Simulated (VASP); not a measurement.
Input of a VASP 6.6.1 run:

INCAR

```
SYSTEM = MgS
ALGO     = Normal         ! electronic algorithm
EDIFF    = 1E-8           ! SCF threshold, eV
ENCUT    = 600            ! plane-wave cutoff, eV
IBRION   = 6              ! ionic algorithm
ISIF     = 3              ! what is computed and relaxed
ISMEAR   = 0              ! smearing method
LASPH    = .True.         ! aspherical terms in the spheres
LCHARG   = .True.         ! write CHGCAR
LMIXTAU  = .True.       
LREAL    = .False.        ! projectors in reciprocal space
LWAVE    = .False.        ! write WAVECAR
METAGGA  = R2SCAN         ! meta-GGA
NELM     = 80             ! most SCF steps
NFREE    = 2            
NSW      = 1              ! ionic steps
POTIM    = 0.015          ! step
PREC     = Accurate       ! precision mode
SIGMA    = 0.01           ! smearing width, eV
```

File KPOINTS:

```
k-points
0
Gamma
  8 8 8
  0 0 0
```

Contents of POSCAR:

```
MgS
1.0
    0.0000000000      2.4817635144      2.4817635144
    2.4817635144      0.0000000000      2.4817635144
    2.4817635144      2.4817635144      0.0000000000
Mg S
1 1
Direct
    0.0000000000      0.0000000000      0.0000000000
    0.5000000000      0.5000000000      0.5000000000
```

Potentials or basis: VASP PAW PBE potentials, release 64 (Mg, S).

Launch:

```console
$ cat potpaw_PBE.64/Mg/POTCAR potpaw_PBE.64/S/POTCAR > POTCAR
$ mpirun -np 1 vasp_std > vasp.out
```

(1) Predict the elastic constants C11, C12, C44.

(2) Predict the Voigt bulk modulus.

(3) What does it give for the highest phonon frequency at Γ, LO-TO splitting left out?

Answers

(1) 265, 50, 70 GPa.

(2) 122 GPa.

(3) 336 cm⁻¹.

Caveat: the cell is under stress, which shifts elastic constants; the PAW data sets were made with another functional, which shifts forces and pressure a little.
